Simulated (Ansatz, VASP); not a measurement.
MoS2 in VASP and in Ansatz

```xyz
12
Lattice="3.2048 0.0000 0.0000 -1.6024 2.7754 0.0000 0.0000 0.0000 34.7076" Properties=species:S:1:pos:R:3 pbc="T T T"
Mo    0.0000    1.8503    3.2471
Mo    0.0000    1.8503   25.0208
Mo    1.6024    0.9251    9.6868
Mo    1.6024    0.9251   31.4605
S     1.6024    0.9251    1.6849
S     1.6024    0.9251   23.4593
S     0.0000    1.8503    8.1247
S     0.0000    1.8503   29.8982
S     1.6024    0.9251    4.8094
S     1.6024    0.9251   26.5829
S     0.0000    1.8503   11.2483
S     0.0000    1.8503   33.0227
```

Alike in both runs: task single point; functional PBEsol; k mesh 10 × 10 × 1; occupations fermi-dirac, width 0.05 eV; no spin polarisation.

|  | VASP | Ansatz |
| --- | --- | --- |
| version | VASP 6.6.1 | Ansatz 0.2.0 |
| potentials or method | VASP PAW PBE potentials, release 64 (Mo_sv, S) | Ansatz PAW |
| plane-wave cutoff (eV) | 520 | 420 |
| valence electrons in the cell | 104 | 104 |

VASP gave:

```
gap on the k mesh at the Fermi level (eV) : 1.22
least direct gap on the mesh (eV)         : 1.83
rms of the force components (eV/Å)        : 0.208
```

Question: What did Ansatz give for the same quantities?

Answer: gap on the k mesh at the Fermi level (eV): 1.21; least direct gap on the mesh (eV): 1.82; rms of the force components (eV/Å): 0.210.

VASP's potentials were made for PBE, not for PBEsol. Atom by atom the forces differ by 0.001 eV/Å (rms over components). The functional is the same, so the differences come from potentials, cutoffs and numerics.
